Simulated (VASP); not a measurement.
Wanted: the native input for a VASP 6.6.1 run.

* Task: single point
* Functional: PBE
* Potentials or basis: VASP PAW PBE potentials, release 64 (Sb, P)
* Cutoff: 520 eV
* k mesh: 12 × 12 × 8
* Occupations: gaussian, width 0.1 eV
* Spin: no spin polarisation
* Dipole correction: no
* Further INCAR settings: ALGO = Normal; EDIFF = 1e-06; NBANDS = 24

The structure of SbP5 lies in POSCAR:

```
SbP5
1.0
    4.8114068363      0.0000000000      0.0000000000
   -2.4057034181      4.1668005481      0.0000000000
    0.0000000000      0.0000000000      5.4329571918
Sb P
1 5
Direct
    0.0000000000      0.0000000000      0.5000000000
    0.3333333333      0.6666666667      0.7077619833
    0.6666666667      0.3333333333      0.7077619833
    0.6666666667      0.3333333333      0.2922380167
    0.3333333333      0.6666666667      0.2922380167
    0.0000000000      0.0000000000      0.0000000000
```

One way to write it, as run:

INCAR

```
PREC = Accurate
ENCUT = 520
EDIFF = 1E-6
ISMEAR = 0
SIGMA = 0.1
LREAL = False
LASPH = True
NELM = 60
ALGO = Normal
ISIF = 2
LWAVE = False
LCHARG = False
GGA = PE
NBANDS = 24
```

KPOINTS

```
regular mesh
0
Gamma
  12 12 8
```

Potentials or basis: VASP PAW PBE potentials, release 64 (Sb, P).

Launch:

```console
$ cat potpaw_PBE.64/Sb/POTCAR potpaw_PBE.64/P/POTCAR > POTCAR
$ mpirun -np 1 vasp_std > vasp.out
```

It gave:

```json
{
  "Pressure": "-0.2 GPa",
  "Largest force": "0.038 eV/Å",
  "Band gap on the k mesh": "zero (bands 15 and 16 overlap by 2.27 eV)"
}
```

Caveat: spin-orbit coupling is left out, which moves the levels of the heavy elements.

Run time: 2.2 min on 1 thread of Intel(R) Xeon(R) Platinum 8488C (Sapphire Rapids), with other jobs on the host, peak memory 0.35 GiB.
